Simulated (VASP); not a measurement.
# Ta (Im-3m) in VASP: notebook

Runs on Ta. Level: LDA. Tasks: single point, relaxation of cell and atoms.

Program: VASP 6.6.1. These are calculated values, not measurements. Logs are shortened: lines on timing, memory, paths and dates and some standing lists are left out, and cuts for length are marked.

## 1. The cell of the first run

It takes space group Im-3m (No. 229, cubic). The conventional cell has a = 3.251 Å, b = 3.251 Å, c = 3.251 Å, α = 90.00°, β = 90.00°, γ = 90.00°. Ta (site symmetry m-3m) has 14 Ta at 2.82 to 3.25 Å within 3.7 Å.

## 2. Single point, LDA

Input file INCAR:

```
SYSTEM = Ta
PREC = Accurate
ENCUT = 500
EDIFF = 1E-6
ISMEAR = 1
SIGMA = 0.05
LREAL = .False.
LASPH = .True.
NELM = 120
ALGO = Normal
ISIF = 2
LWAVE = .False.
LCHARG = .False.
NBANDS = 18
GGA_COMPAT = .False.
```

Input file KPOINTS:

```
regular mesh
0
Gamma
  12 12 12
  0 0 0
```

Input file POSCAR:

```
Ta
1.0
    3.2510051658      0.0000000000      0.0000000000
    0.0000000000      3.2510051658      0.0000000000
    0.0000000000      0.0000000000      3.2510051658
Ta
2
Direct
    0.0000000000      0.0000000000      0.0000000000
    0.5000000000      0.5000000000      0.5000000000
```

Potentials or basis: VASP PAW LDA potentials, release 64 (Ta_pv).

Command:

```bash
$ cat potpaw_LDA.64/Ta_pv/POTCAR > POTCAR
$ mpirun -np 1 vasp_std > vasp.out
```

OUTCAR:

```text
SYSTEM = Ta
   PREC = Accurate
   ENCUT = 500
   EDIFF = 1E-6
   ISMEAR = 1
   LREAL = .False.
   LASPH = .True.
   NELM = 120
   ISIF = 2

 ion  position               nearest neighbor table
   1  0.000  0.000  0.000-   2 2.82   2 2.82   2 2.82   2 2.82   2 2.82   2 2.82   2 2.82   2 2.82

   2  0.500  0.500  0.500-   1 2.82   1 2.82   1 2.82   1 2.82   1 2.82   1 2.82   1 2.82   1 2.82

  LATTYP: Found a simple cubic cell.
 ALAT       =     3.2510051658

  Lattice vectors:

 A1 = (   3.2510051658,   0.0000000000,   0.0000000000)
 A2 = (   0.0000000000,   3.2510051658,   0.0000000000)
 A3 = (   0.0000000000,   0.0000000000,   3.2510051658)

Analysis of symmetry for initial positions (statically):
=====================================================================
 Subroutine PRICEL returns following result:

  LATTYP: Found a body centered cubic cell.
 ALAT       =     3.2510051658

  Lattice vectors:

 A1 = (   1.6255025829,   1.6255025829,  -1.6255025829)
 A2 = (  -1.6255025829,   1.6255025829,   1.6255025829)
 A3 = (   1.6255025829,  -1.6255025829,   1.6255025829)

   2 primitive cells build up your supercell.

 Routine SETGRP: Setting up the symmetry group for a
 simple cubic supercell.

 Subroutine GETGRP returns: Found 48 space group operations
 (whereof 48 operations were pure point group operations)
 out of a pool of 48 trial point group operations.

The static configuration has the point symmetry O_h .

Analysis of symmetry for dynamics (positions and initial velocities):
=====================================================================
 Subroutine PRICEL returns following result:

  LATTYP: Found a body centered cubic cell.
 ALAT       =     3.2510051658

  Lattice vectors:

 A1 = (   1.6255025829,   1.6255025829,  -1.6255025829)
 A2 = (  -1.6255025829,   1.6255025829,   1.6255025829)
 A3 = (   1.6255025829,  -1.6255025829,   1.6255025829)

   2 primitive cells build up your supercell.

 Routine SETGRP: Setting up the symmetry group for a
 simple cubic supercell.

 Subroutine GETGRP returns: Found 48 space group operations
 (whereof 48 operations were pure point group operations)
 out of a pool of 48 trial point group operations.

The dynamic configuration has the point symmetry O_h .

 Subroutine INISYM returns: Found 48 space group operations
 (whereof 48 operations are pure point group operations),
[... 90 lines left out ...]
   LSORBIT =      F    spin-orbit coupling
   LASPH  =      T    aspherical Exc in radial PAW
   ENCUT  =  500.0 eV  36.75 Ry    6.06 a.u.   5.93  5.93  5.93*2*pi/ulx,y,z
   NELM   =    120;   NELMIN=  2; NELMDL= -5     # of ELM steps
   EDIFF  = 0.1E-05   stopping-criterion for ELM
   LREAL  =      F    real-space projection
   EDIFFG = 0.1E-04   stopping-criterion for IOM
   NSW    =      0    number of steps for IOM
   IBRION =     -1    ionic relax: 0-MD 1-quasi-New 2-CG
   NFREE  =      0    steps in history (QN), initial steepest desc. (CG)
   ISIF   =      2    stress and relaxation
   ISYM   =      2    0-nonsym 1-usesym 2-fastsym
   POTIM  = 0.5000    time-step for ionic-motion
   TEBEG  =    0.0;   TEEND  =   0.0 temperature during run
   PSTRESS=    0.0 pullay stress
   NELECT =      22.0000    total number of electrons
   NUPDOWN=      -1.0000    fix difference up-down
   EMIN   =  10.00;   EMAX   =-10.00  energy-range for DOS
   EFERMI =   0.00;   METHOD = LEGACY
   ISMEAR =     1;   SIGMA  =   0.05  broadening in eV -4-tet -1-fermi 0-gaus
   EFERMI_NEDOS =   21; number of points for ismear=-14 and -15
   IALGO  =     38    algorithm
   IMIX   =      4    mixing-type and parameters
     AMIX     =   0.40;   BMIX     =  1.00
     AMIX_MAG =   1.60;   BMIX_MAG =  1.00
  volume/ion in A,a.u.               =      17.18       115.94
  Fermi-wavevector in a.u.,A,eV,Ry     =   1.411014  2.666430 27.088672  1.990961
  Thomas-Fermi vector in A             =   2.532909
   LORBIT       =      0    0 simple, 1 ext, 2 COOP (PROOUT), +10 PAW based schemes
   GGA     = CA    functional components
   LHFCALC =     F    Hartree Fock is set to
   AEXX    =    0.0000 exact exchange contribution
   IVDW    =     0    specifies the selected vdW correction
   LEPSILON=     F    determine dielectric tensor
   LRPA    =     F    only Hartree local field effects (RPA)
 non-spin polarized calculation
 Methfessel and Paxton  Order N= 1 SIGMA  =   0.05
  energy-cutoff  :      500.00
  volume of cell :       34.36
 maximum number of plane-waves:       912
 NGX is ok and might be reduce to    24
   NGX = 11   NGY = 11   NGZ = 11

 number of electron      22.0000006 magnetization

 Free energy of the ion-electron system (eV)
  ---------------------------------------------------
  ext. energy  EPLUGINS =         0.00000000
  ---------------------------------------------------
  free energy    TOTEN  =       -25.65943993 eV

  energy without entropy =      -25.65972100  energy(sigma->0) =      -25.65953362

 E-fermi :   5.8293     XC(G=0): -13.0365

 val. band max:        5.8180935237   @ k =   0.5000   0.1667   0.0833
 cond. band min:       5.8493201337   @ k =   0.2500   0.0833   0.0833
 fundamental gap:      0.0312266100
 Fermi energy:         5.8292818137

 k-point     1 :       0.0000    0.0000    0.0000
  band No.  band energies     occupation
      1     -27.8739      2.00000
      2     -27.8739      2.00000
      3     -27.8739      2.00000
      4     -26.9083      2.00000
      5     -26.9083      2.00000
      6     -26.9083      2.00000
[... 481 lines left out ...]
      5     -27.0688      2.00000
      6     -26.9357      2.00000
[... 10 lines left out ...]
     17      12.2959      0.00000
     18      13.5824      0.00000

 [... further k-points ...]

------------------------ aborting loop because EDIFF is reached ----------------------------------------

  FORCE on cell =-STRESS in cart. coord.  units (eV):
  Direction    XX          YY          ZZ          XY          YZ          ZX
  --------------------------------------------------------------------------------------
  -------------------------------------------------------------------------------------
  Total        0.1801850      0.1801850      0.1801850     -0.0000000     -0.0000000     -0.0000000
  in kB        8.4018777      8.4018777      8.4018777     -0.0000000     -0.0000000     -0.0000000
  external PRESSURE =       8.4018777 kB  Pullay stress =       0.0000000 kB

 VOLUME and BASIS-vectors are now :
 -----------------------------------------------------------------------------
  energy-cutoff  :      500.00
  volume of cell :       34.36
      direct lattice vectors                 reciprocal lattice vectors
     3.251005166  0.000000000  0.000000000     0.307597173  0.000000000  0.000000000
     0.000000000  3.251005166  0.000000000     0.000000000  0.307597173  0.000000000
     0.000000000  0.000000000  3.251005166     0.000000000  0.000000000  0.307597173

 POSITION                                       TOTAL-FORCE (eV/Angst)
 -----------------------------------------------------------------------------------
      0.00000      0.00000      0.00000        -0.000000     -0.000000     -0.000000
      1.62550      1.62550      1.62550         0.000000      0.000000      0.000000
 -----------------------------------------------------------------------------------
    total drift:                                0.000000      0.000000     -0.000000

  FREE ENERGIE OF THE ION-ELECTRON SYSTEM (eV)
  ---------------------------------------------------
  free  energy   TOTEN  =       -25.6594399261 eV

  energy  without entropy=      -25.6597210025  energy(sigma->0) =      -25.65953362
```

stdout:

```text
POSCAR found type information on POSCAR Ta
 POSCAR found :  1 types and       2 ions
 scaLAPACK will be used
 LDA part: xc-table for (Slater(with rela. corr.)+CA(PZ))
 , standard interpolation
 POSCAR, INCAR and KPOINTS ok, starting setup
 FFT: planning ... GRIDC
 FFT: planning ... GRID_SOFT
 FFT: planning ... GRID
 WAVECAR not read
 entering main loop
```

It took 24 s on 1 thread of Intel Xeon Platinum 8259CL at 2.50GHz (Skylake/Cascade Lake), shared host; peak memory 0.16 GiB.

Results:

```yaml
Free_energy: -25.6594 eV
Pressure: 0.8 GPa
Band_gap_on_the_k_mesh: zero (bands 11 and 12 overlap by 3.20 eV)
```

Caveat: spin-orbit coupling is left out, which moves the levels of the heavy elements.

## 3. Relaxation of cell and atoms, LDA

This run uses another cell than the first one, of 17.97 Å³/atom.

Input file INCAR:

```
ALGO = Normal
EDIFF = 1E-7
EDIFFG = -0.02
ENCUT = 500
GGA = CA
GGA_COMPAT = False
IBRION = 2
ISIF = 3
ISMEAR = 1
LASPH = True
LCHARG = False
LREAL = False
LWAVE = False
NELM = 120
NELMIN = 4
NSW = 80
PREC = Accurate
SIGMA = 0.05
```

Input file KPOINTS:

```
k-points
0
Gamma
  12 12 12
```

Input file POSCAR:

```
Ta
1.0
    3.3000000000      0.0000000000      0.0000000000
    0.0000000000      3.3000000000      0.0000000000
    0.0000000000      0.0000000000      3.3000000000
Ta
2
Direct
    0.0000000000      0.0000000000      0.0000000000
    0.5000000000      0.5000000000      0.5000000000
```

Potentials or basis: VASP PAW LDA potentials, release 64 (Ta_pv).

Command:

```bash
$ cat potpaw_LDA.64/Ta_pv/POTCAR > POTCAR
$ mpirun -np 1 vasp_std > vasp.out
```

Wall time 76 s (1 thread of Intel Xeon Platinum 8259CL at 2.50GHz (Skylake/Cascade Lake), shared host); peak memory 0.15 GiB.

It converged, with:

```
Free energy                           : -25.6603 eV
Relaxed volume                        : 17.25 Å³/atom
Relaxed cell                          : a = 3.255 Å, b = 3.255 Å, c = 3.255 Å, α = 90.00°, β = 90.00°, γ = 90.00°
Space group after relaxing (to 0.1 Å) : Im-3m (No. 229)
Energy gained by relaxing             : 19.5 meV/atom
Ionic steps                           : 4
Pressure after relaxing               : 0.0 GPa
Band gap on the k mesh                : zero (bands 11 and 12 overlap by 3.18 eV)
```

The path:
```
step  energy change (eV)  largest force (eV/Å)  pressure (GPa)  volume (Å³)
   1              0.0000                0.0000           -8.27        35.94
   2              0.2036                0.0000           25.98        31.32
   3             -0.0387                0.0000           -0.62        34.58
   4             -0.0389                0.0000           -0.05        34.49
```

Final structure:
```cif
data_structure
_symmetry_space_group_name_H-M 'P 1'
_symmetry_Int_Tables_number 1
_cell_length_a 3.2552
_cell_length_b 3.2552
_cell_length_c 3.2552
_cell_angle_alpha 90.000
_cell_angle_beta 90.000
_cell_angle_gamma 90.000
_cell_volume 34.49
loop_
_atom_site_label
_atom_site_type_symbol
_atom_site_fract_x
_atom_site_fract_y
_atom_site_fract_z
_atom_site_occupancy
Ta1 Ta 0.00000 0.00000 0.00000 1
Ta2 Ta 0.50000 0.50000 0.50000 1
```

Levels at points of the mesh, in eV from the Fermi level:
| k point | band 9 | band 10 | band 11 | band 12 | band 13 | band 14 |
| --- | --- | --- | --- | --- | --- | --- |
| (0.00, 0.00, 0.00) | -4.12 | 0.64 | 0.64 | 0.64 | 4.05 | 4.05 |
| (0.50, 0.00, 0.00) | -1.14 | -1.14 | 1.24 | 1.24 | 1.24 | 1.24 |
| (0.50, 0.50, 0.00) | -1.75 | -1.75 | 1.92 | 1.92 | 3.96 | 3.96 |
| (0.50, 0.50, 0.50) | -1.26 | -1.26 | -1.26 | -1.26 | 5.21 | 5.21 |

Caveat: spin-orbit coupling is left out, which moves the levels of the heavy elements.

The gap in the log of VASP goes by the Fermi energy; the results here count the filled bands.